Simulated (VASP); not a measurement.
**S: density of states with PBE**

The system is S.

```
S
1.0
     0.00000    1.46986    1.46986
     1.46986    0.00000    1.46986
     1.46986    1.46986    0.00000
S
1
Direct
  0.00000 0.00000 0.00000
```

This cell differs from its parent crystal: volume scaled by 0.4.

```yaml
Program: VASP 6.6.1
Task: density of states
Functional: PBE
Potentials_or_basis: VASP PAW PBE potentials, release 64 (S)
Cutoff: 520 eV
k_mesh: 16 × 16 × 16
Occupations: fermi-dirac, width 0.08 eV
Spin: no spin polarisation
Dipole_correction: no
k_mesh_for_the_DOS: 24 × 24 × 24
Occupations_for_the_DOS: tetrahedron
Further_INCAR_settings: ALGO = Normal; EDIFF = 1e-06; NBANDS = 9
```

```json
{
  "Valence electrons inside the program's atomic spheres": "S 3.88"
}
```

Levels at points of the mesh, in eV from the Fermi level:
```tsv
k point	band 1	band 2	band 3	band 4	band 5	band 6
(0.00, 0.00, 0.00)	-30.93	12.29	12.29	12.29	12.37	12.37
(0.50, 0.00, 0.00)	-19.07	-18.89	7.78	7.78	10.54	10.54
(0.50, 0.50, 0.00)	-16.36	-13.53	-1.59	-1.59	-0.55	5.99
```

Run time: 11 s on 1 thread of Intel Xeon 6975P-C, with other jobs on the host, peak memory 0.13 GiB.
